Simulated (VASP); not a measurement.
# Ga3As3CO in VASP: a series of runs

Runs on Ga3As3CO. Level: PBE+D3(BJ). Tasks: single point.

Program: VASP 6.6.1. These are calculated values, not measurements. Logs are shortened: lines on timing, memory, paths and dates and some standing lists are left out, and cuts for length are marked.

### 1 The cell of the first run

The cell holds a slab with vacuum, 8 atoms: a = 4.014 Å, b = 5.676 Å, c = 23.335 Å, α = 90.00°, β = 90.00°, γ = 90.00°.

### 2 Single point, PBE+D3(BJ)

File INCAR:

```
SYSTEM = Ga3As3CO
PREC = Accurate
ENCUT = 520
EDIFF = 1E-6
ISMEAR = 0
SIGMA = 0.05
LREAL = .FALSE.
LASPH = .TRUE.
NELM = 80
ALGO = Normal
ISIF = 2
LWAVE = .FALSE.
LCHARG = .FALSE.
LDIPOL = .TRUE.
IDIPOL = 3
DIPOL = 0.5 0.5 0.320
GGA = PE
IVDW = 12
NBANDS = 42
```

File KPOINTS:

```
Automatic mesh
0
G
  7 5 1
  0 0 0
```

File POSCAR:

```
Ga3As3CO
1.0
    4.0137031111      0.0000000000      0.0000000000
    0.0000000000      5.6762333751      0.0000000000
    0.0000000000      0.0000000000     23.3352699083
Ga As O C
3 3 1 1
Direct
    0.5000000000      0.5000000000      0.1714143447
    0.0000000000      0.0653835255      0.2680035048
    0.5000000000      0.4894639609      0.3228546357
    0.0000000000      0.2500000000      0.1714143447
    0.5000000000      0.8102208698      0.2504948966
    0.0000000000      0.2887573198      0.3593388866
    0.0000000000      0.9554239865      0.4836142866
    0.0000000000      0.9554239865      0.5328959107
```

Potentials or basis: VASP PAW PBE potentials, release 64 (Ga_d, As, O, C).

Started as:

```console
cat potpaw_PBE.64/Ga_d/POTCAR potpaw_PBE.64/As/POTCAR potpaw_PBE.64/O/POTCAR potpaw_PBE.64/C/POTCAR > POTCAR
mpirun -np 1 vasp_std > vasp.out
```

OUTCAR:

```text
SYSTEM = Ga3As3CO
   PREC = Accurate
   ENCUT = 520
   EDIFF = 1E-6
   ISMEAR = 0
   LREAL = .FALSE.
   LASPH = .TRUE.
   NELM = 80
   ISIF = 2
   GGA = PE
   IVDW = 12
 IVDW          = 12

 ion  position               nearest neighbor table
   1  0.500  0.500  0.171-   4 2.46   4 2.46   5 2.55
   2  0.000  0.065  0.268-   6 2.48   4 2.49   5 2.51   5 2.51
   3  0.500  0.489  0.323-   6 2.46   6 2.46   5 2.48
   4  0.000  0.250  0.171-   1 2.46   1 2.46   2 2.49
   5  0.500  0.810  0.250-   3 2.48   2 2.51   2 2.51   1 2.55
   6  0.000  0.289  0.359-   3 2.46   3 2.46   2 2.48
   7  0.000  0.955  0.484-   8 1.15
   8  0.000  0.955  0.533-   7 1.15

  LATTYP: Found a simple orthorhombic cell.
 ALAT       =     4.0137031111
 B/A-ratio  =     1.4142135624
 C/A-ratio  =     5.8139003465

  Lattice vectors:

 A1 = (   4.0137031111,   0.0000000000,   0.0000000000)
 A2 = (   0.0000000000,   5.6762333751,   0.0000000000)
 A3 = (   0.0000000000,   0.0000000000,  23.3352699083)

Analysis of symmetry for initial positions (statically):
=====================================================================
 Subroutine PRICEL returns:
 Original cell was already a primitive cell.

 Routine SETGRP: Setting up the symmetry group for a
 simple orthorhombic supercell.

 Subroutine GETGRP returns: Found  2 space group operations
 (whereof  2 operations were pure point group operations)
 out of a pool of  8 trial point group operations.

The static configuration has the point symmetry C_1h.

Analysis of symmetry for dynamics (positions and initial velocities):
=====================================================================
 Subroutine PRICEL returns:
 Original cell was already a primitive cell.

 Routine SETGRP: Setting up the symmetry group for a
 simple orthorhombic supercell.

 Subroutine GETGRP returns: Found  2 space group operations
 (whereof  2 operations were pure point group operations)
 out of a pool of  8 trial point group operations.

The dynamic configuration has the point symmetry C_1h.

 Subroutine INISYM returns: Found  2 space group operations
 (whereof  2 operations are pure point group operations),
 and found     1 'primitive' translations

----------------------------------------------------------------------------------------

                                     Primitive cell

  volume of cell :     531.6408

  direct lattice vectors                    reciprocal lattice vectors
     4.013703111  0.000000000  0.000000000     0.249146480  0.000000000  0.000000000
     0.000000000  5.676233375  0.000000000     0.000000000  0.176173165  0.000000000
     0.000000000  0.000000000 23.335269908     0.000000000  0.000000000  0.042853586

  length of vectors
     4.013703111  5.676233375 23.335269908     0.249146480  0.176173165  0.042853586

  position of ions in fractional coordinates (direct lattice)
     0.500000000  0.500000000  0.171414345
     0.000000000  0.065383526  0.268003505
     0.500000000  0.489463961  0.322854636
     0.000000000  0.250000000  0.171414345
     0.500000000  0.810220870  0.250494897
     0.000000000  0.288757320  0.359338887
     0.000000000  0.955423987  0.483614287
     0.000000000  0.955423987  0.532895911

  ion indices of the primitive-cell ions
   primitive index   ion index
                 1           1
                 2           2
                 3           3
                 4           4
                 5           5
                 6           6
                 7           7
                 8           8

----------------------------------------------------------------------------------------

 KPOINTS: Automatic mesh

Automatic generation of k-mesh.
 Grid dimensions read from file:
 generate k-points for:    7    5    1

 Generating k-lattice:

  Cartesian coordinates                     Fractional coordinates (reciprocal lattice)
     0.035592354  0.000000000  0.000000000     0.142857143  0.000000000  0.000000000
     0.000000000  0.035234633  0.000000000     0.000000000  0.200000000  0.000000000
     0.000000000  0.000000000  0.042853586     0.000000000  0.000000000  1.000000000

  Length of vectors
     0.035592354  0.035234633  0.042853586

  Shift w.r.t. Gamma in fractional coordinates (k-lattice)
     0.000000000  0.000000000  0.000000000

 Subroutine IBZKPT returns following result:
 ===========================================

 Found     12 irreducible k-points:

 Following reciprocal coordinates:
            Coordinates               Weight
  0.000000  0.000000  0.000000      1.000000
  0.142857  0.000000  0.000000      2.000000
  0.285714  0.000000  0.000000      2.000000
  0.428571  0.000000  0.000000      2.000000
  0.000000  0.200000  0.000000      2.000000
  0.142857  0.200000  0.000000      4.000000
  0.285714  0.200000  0.000000      4.000000
  0.428571  0.200000  0.000000      4.000000
  0.000000  0.400000  0.000000      2.000000
  0.142857  0.400000  0.000000      4.000000
  0.285714  0.400000  0.000000      4.000000
  0.428571  0.400000  0.000000      4.000000
   k-points           NKPTS =     12   k-points in BZ     NKDIM =     12   number of bands    NBANDS=     42
   number of dos      NEDOS =    301   number of ions     NIONS =      8
   total plane-waves  NPLWV = 226800
   dimension x,y,z NGX =    30 NGY =   42 NGZ =  180
   dimension x,y,z NGXF=    60 NGYF=   84 NGZF=  360
   ions per type =               3   3   1   1
   NGX,Y,Z   is equivalent  to a cutoff of  12.43, 12.30, 12.82 a.u.
   NGXF,Y,Z  is equivalent  to a cutoff of  24.85, 24.60, 25.65 a.u.
 SYSTEM =  Ga3As3CO
   PREC   = accura    normal or accurate (medium, high low for compatibility)
   ISTART =      0    job   : 0-new  1-cont  2-samecut
   ICHARG =      2    charge: 1-file 2-atom 10-const
   ISPIN  =      1    spin polarized calculation?
   LNONCOLLINEAR =      F non collinear calculations
   LSORBIT =      F    spin-orbit coupling
   LASPH  =      T    aspherical Exc in radial PAW
   ENCUT  =  520.0 eV  38.22 Ry    6.18 a.u.   7.46 10.55 43.39*2*pi/ulx,y,z
   NELM   =     80;   NELMIN=  2; NELMDL= -5     # of ELM steps
   EDIFF  = 0.1E-05   stopping-criterion for ELM
   LREAL  =      F    real-space projection
   EDIFFG = 0.1E-04   stopping-criterion for IOM
   NSW    =      0    number of steps for IOM
   IBRION =     -1    ionic relax: 0-MD 1-quasi-New 2-CG
   NFREE  =      0    steps in history (QN), initial steepest desc. (CG)
   ISIF   =      2    stress and relaxation
   ISYM   =      2    0-nonsym 1-usesym 2-fastsym
   POTIM  = 0.5000    time-step for ionic-motion
   TEBEG  =    0.0;   TEEND  =   0.0 temperature during run
   PSTRESS=    0.0 pullay stress
   NELECT =      64.0000    total number of electrons
   NUPDOWN=      -1.0000    fix difference up-down
   EMIN   =  10.00;   EMAX   =-10.00  energy-range for DOS
   EFERMI =   0.00;   METHOD = LEGACY
   ISMEAR =     0;   SIGMA  =   0.05  broadening in eV -4-tet -1-fermi 0-gaus
   EFERMI_NEDOS =   21; number of points for ismear=-14 and -15
   IALGO  =     38    algorithm
   IMIX   =      4    mixing-type and parameters
     AMIX     =   0.40;   BMIX     =  1.00
     AMIX_MAG =   1.60;   BMIX_MAG =  1.00
  volume/ion in A,a.u.               =      66.46       448.46
  Fermi-wavevector in a.u.,A,eV,Ry     =   0.808342  1.527546  8.890285  0.653418
  Thomas-Fermi vector in A             =   1.917130
   LORBIT       =      0    0 simple, 1 ext, 2 COOP (PROOUT), +10 PAW based schemes
   GGA     = PE    functional components
   LHFCALC =     F    Hartree Fock is set to
   AEXX    =    0.0000 exact exchange contribution
   IVDW    =    12    specifies the selected vdW correction
   LEPSILON=     F    determine dielectric tensor
   LRPA    =     F    only Hartree local field effects (RPA)
 non-spin polarized calculation
 Gauss-broadening in eV      SIGMA  =   0.05
  energy-cutoff  :      520.00
  volume of cell :      531.64
 maximum number of plane-waves:     14367
 NGX is ok and might be reduce to    30
   NGX = 15   NGY = 21   NGZ = 87

 dipolmoment           0.000000      0.000000     -0.001750 electrons x Angstroem

 number of electron      64.0000019 magnetization

 dipolmoment           0.000000      0.000000      0.056326 electrons x Angstroem

 Free energy of the ion-electron system (eV)
  ---------------------------------------------------
  ext. energy  EPLUGINS =         0.00000000
  ---------------------------------------------------
  free energy    TOTEN  =       -37.52217411 eV

  energy without entropy =      -37.52217411  energy(sigma->0) =      -37.52217411

 E-fermi :  -2.0874     XC(G=0):  -3.7881

 val. band max:       -2.2850212326   @ k =   0.0000   0.0000   0.0000
 cond. band min:      -1.8856154718   @ k =   0.4286   0.0000   0.0000
 fundamental gap:      0.3994057607
 Fermi energy:        -2.0873704703

 k-point     1 :       0.0000    0.0000    0.0000
  band No.  band energies     occupation
      1     -26.7109      2.00000
      2     -17.2600      2.00000
      3     -17.2027      2.00000
      4     -17.1871      2.00000
      5     -17.1619      2.00000
      6     -17.1378      2.00000
[... 34 lines left out ...]
     41       2.1219      0.00000
     42       2.2742      0.00000

 k-point     2 :       0.1429    0.0000    0.0000
  band No.  band energies     occupation
      1     -26.7093      2.00000
      2     -17.2570      2.00000
      3     -17.1998      2.00000
      4     -17.1865      2.00000
      5     -17.1614      2.00000
      6     -17.1404      2.00000
[... 34 lines left out ...]
     41       1.9347      0.00000
     42       2.2441      0.00000

 k-point     3 :       0.2857    0.0000    0.0000
  band No.  band energies     occupation
      1     -26.7056      2.00000
      2     -17.2504      2.00000
      3     -17.1930      2.00000
      4     -17.1846      2.00000
      5     -17.1605      2.00000
      6     -17.1475      2.00000
[... 34 lines left out ...]
     41       2.3059      0.00000
     42       2.7866      0.00000

 k-point     4 :       0.4286    0.0000    0.0000
  band No.  band energies     occupation
      1     -26.7026      2.00000
      2     -17.2451      2.00000
      3     -17.1862      2.00000
      4     -17.1822      2.00000
      5     -17.1626      2.00000
      6     -17.1560      2.00000
[... 304 lines left out ...]
     41       2.2676      0.00000
     42       2.6876      0.00000

 k-point    11 :       0.2857    0.4000    0.0000
  band No.  band energies     occupation
      1     -26.7055      2.00000
      2     -17.2497      2.00000
      3     -17.1927      2.00000
      4     -17.1851      2.00000
      5     -17.1604      2.00000
      6     -17.1477      2.00000
[... 34 lines left out ...]
     41       2.6613      0.00000
     42       3.1747      0.00000

 k-point    12 :       0.4286    0.4000    0.0000
  band No.  band energies     occupation
      1     -26.7024      2.00000
      2     -17.2417      2.00000
      3     -17.1863      2.00000
      4     -17.1818      2.00000
      5     -17.1631      2.00000
      6     -17.1559      2.00000
[... 34 lines left out ...]
     41       2.7198      0.00000
     42       3.0461      0.00000

------------------------ aborting loop because EDIFF is reached ----------------------------------------

 vacuum level on the upper side and lower side of the slab       (xc-potential included)         0.082        -0.350

 Edisp (eV)   -1.27066

 E8    (eV) :    -0.5751

  FORCE on cell =-STRESS in cart. coord.  units (eV):
  Direction    XX          YY          ZZ          XY          YZ          ZX
  --------------------------------------------------------------------------------------
  -------------------------------------------------------------------------------------
  Total      -2.10389    -2.54490    -0.62640     0.00000    -0.22399     0.00000
  in kB      -6.34037    -7.66943    -1.88774     0.00000    -0.67504     0.00000
  external pressure =       -5.30 kB  Pullay stress =        0.00 kB

 VOLUME and BASIS-vectors are now :
 -----------------------------------------------------------------------------
  energy-cutoff  :      520.00
  volume of cell :      531.64
      direct lattice vectors                 reciprocal lattice vectors
     4.013703111  0.000000000  0.000000000     0.249146480  0.000000000  0.000000000
     0.000000000  5.676233375  0.000000000     0.000000000  0.176173165  0.000000000
     0.000000000  0.000000000 23.335269908     0.000000000  0.000000000  0.042853586

 POSITION                                       TOTAL-FORCE (eV/Angst)
 -----------------------------------------------------------------------------------
      2.00685      2.83812      4.00000         0.000000     -0.310595      1.027224
      0.00000      0.37113      6.25393         0.000000     -0.007953      0.013577
      2.00685      2.77831      7.53390         0.000000      0.008180     -0.002744
      0.00000      1.41906      4.00000         0.000000      0.319049     -1.060092
      2.00685      4.59900      5.84537         0.000000      0.015858     -0.011041
      0.00000      1.63905      8.38527         0.000000      0.035434     -0.003817
      0.00000      5.42321     11.28527         0.000000     -0.075733      0.750894
      0.00000      5.42321     12.43527         0.000000      0.015760     -0.714002
 -----------------------------------------------------------------------------------
    total drift:                                0.000000     -0.000834     -0.001632

  FREE ENERGIE OF THE ION-ELECTRON SYSTEM (eV)
  ---------------------------------------------------
  free  energy   TOTEN  =       -38.7928363105 eV

  energy  without entropy=      -38.7928363102  energy(sigma->0) =      -38.79283631

 vacuum level on the upper side and lower side of the slab         2.707         2.260
```

Run time: 5.5 min. Hardware: 1 thread of Intel Xeon Platinum 8488C (Sapphire Rapids), shared host; peak memory 0.65 GiB.

What came out:

| Quantity | Value |
| --- | --- |
| Free energy | -38.7928 eV |
| Largest force | 1.107 eV/Å |
| Band gap on the k mesh | 0.40 eV (least direct gap 0.76 eV) |
| Dispersion energy per atom | -0.159 eV |

Forces on the atoms (eV/Å):
```
Ga   0.000 -0.311  1.027
Ga   0.000 -0.008  0.014
Ga   0.000  0.008 -0.003
As   0.000  0.319 -1.060
As   0.000  0.016 -0.011
As   0.000  0.035 -0.004
O    0.000 -0.076  0.751
C    0.000  0.016 -0.714
```

Levels at points of the mesh, in eV from the valence-band top:
```csv
k point,band 28,band 29,band 30,band 31,band 32,band 33,band 34,band 35,band 36,band 37
"(0.00, 0.00, 0.00)",-1.98,-1.32,-0.89,-0.85,0.00,0.76,1.62,2.29,2.54,2.92
```

### 3 Single point, PBE+D3(BJ)

File INCAR:

```
SYSTEM = Ga3As3CO
ALGO     = Normal         ! electronic algorithm
DIPOL    = 0.5 0.5 0.320
EDIFF    = 1E-6           ! SCF threshold, eV
ENCUT    = 520            ! plane-wave cutoff, eV
GGA      = PE             ! functional
IDIPOL   = 3            
ISIF     = 2              ! what is computed and relaxed
ISMEAR   = 0              ! smearing method
IVDW     = 12             ! dispersion correction
LASPH    = .TRUE.         ! aspherical terms in the spheres
LCHARG   = .TRUE.         ! write CHGCAR
LDIPOL   = .TRUE.       
LELF     = .TRUE.         ! ELF
LREAL    = .FALSE.        ! projectors in reciprocal space
LVACPOTAV= .TRUE.       
LVHAR    = .TRUE.       
LWAVE    = .FALSE.        ! write WAVECAR
NBANDS   = 42             ! bands
NELM     = 100            ! most SCF steps
PREC     = Accurate       ! precision mode
SIGMA    = 0.05           ! smearing width, eV
```

File KPOINTS:

```
k-points
0
G
  7 5 1
  0 0 0
```

POSCAR: that of step 2 with these lines changed.

```diff
@@ -14,3 +14,3 @@
     0.0000000000      0.2887573198      0.3593388866
-    0.0000000000      0.9554239865      0.4836142866
-    0.0000000000      0.9554239865      0.5328959107
+    0.0000000000      1.1220906532      0.4836142866
+    0.0000000000      1.1220906532      0.5328959107
```

Potentials or basis: VASP PAW PBE potentials, release 64 (Ga_d, As, O, C).

Started as:

```console
cat potpaw_PBE.64/Ga_d/POTCAR potpaw_PBE.64/As/POTCAR potpaw_PBE.64/O/POTCAR potpaw_PBE.64/C/POTCAR > POTCAR
mpirun -np 1 vasp_std > vasp.out
```

Wall time 5 min (1 thread of Intel Xeon 6975P-C (Granite Rapids), shared host); peak memory 0.64 GiB.

Results (log left out):

```
Free energy                : -38.6999 eV
Largest force              : 1.120 eV/Å
Band gap on the k mesh     : 0.40 eV (least direct gap 0.76 eV)
Dispersion energy per atom : -0.159 eV
```

Forces on the atoms (eV/Å):
```
Ga   0.000 -0.320  1.021
Ga   0.000  0.010 -0.004
Ga   0.000 -0.002 -0.042
As   0.000  0.326 -1.072
As   0.000  0.025 -0.004
As   0.000  0.083 -0.226
O    0.000 -0.147  0.991
C    0.000  0.026 -0.664
```

Levels at points of the mesh, in eV from the valence-band top:
```csv
k point,band 28,band 29,band 30,band 31,band 32,band 33,band 34,band 35,band 36,band 37
"(0.00, 0.00, 0.00)",-1.98,-1.31,-0.89,-0.84,0.00,0.76,1.64,2.21,2.43,2.78
```
